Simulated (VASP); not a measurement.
AlN:

```xyz
4
Lattice="3.0973 0.0000 0.0000 -1.5486 2.6823 0.0000 0.0000 0.0000 5.0316" Properties=species:S:1:pos:R:3 pbc="T T T"
Al    0.0000    1.7882    0.0000
Al    1.5486    0.8941    2.5158
N     0.0000    1.7882    1.8869
N     1.5486    0.8941    4.4027
```

| Item | Value |
| --- | --- |
| Program | VASP 6.6.1 |
| Task | relaxation of cell and atoms |
| Functional | PBEsol |
| Potentials or basis | VASP PAW PBE potentials, release 64 (Al, N) |
| Cutoff | 600 eV |
| k mesh | 9 × 9 × 6 |
| Occupations | gaussian, width 0.02 eV |
| Spin | no spin polarisation |

At the start: pressure 0.2 GPa; volume 10.45 Å³/atom.

Question: How do energy, volume and symmetry change on relaxing?

Answer: Over 8 steps the energy falls by 2.8 meV/atom; space group P6_3mc (No. 186, to 0.05 Å).

Step by step:
| step | energy change (eV) | largest force (eV/Å) | pressure (GPa) | volume (Å³) |
| --- | --- | --- | --- | --- |
| 1 | 0.0000 | 0.2853 | 0.21 | 41.80 |
| 2 | -0.0083 | 0.0337 | -0.23 | 41.88 |
| 3 | -0.0084 | 0.0394 | -0.23 | 41.89 |
| 4 | -0.0113 | 0.0157 | -0.08 | 41.83 |
| 5 | -0.0113 | 0.0083 | -0.10 | 41.83 |
| 6 | -0.0113 | 0.0075 | -0.10 | 41.84 |
| 7 | -0.0113 | 0.0011 | 0.09 | 41.79 |
| 8 | -0.0113 | 0.0020 | 0.02 | 41.81 |

Final structure:
```
Al N
1.0
     3.11273    0.00000    0.00000
    -1.55636    2.69570    0.00000
     0.00000    0.00000    4.98274
Al N
2 2
Cartesian
  0.0000 1.7971 4.9655
  1.5564 0.8986 2.4741
  0.0000 1.7971 1.8858
  1.5564 0.8986 4.3772
```

Caveat: the PAW data sets were made with another functional, which shifts forces and pressure a little.
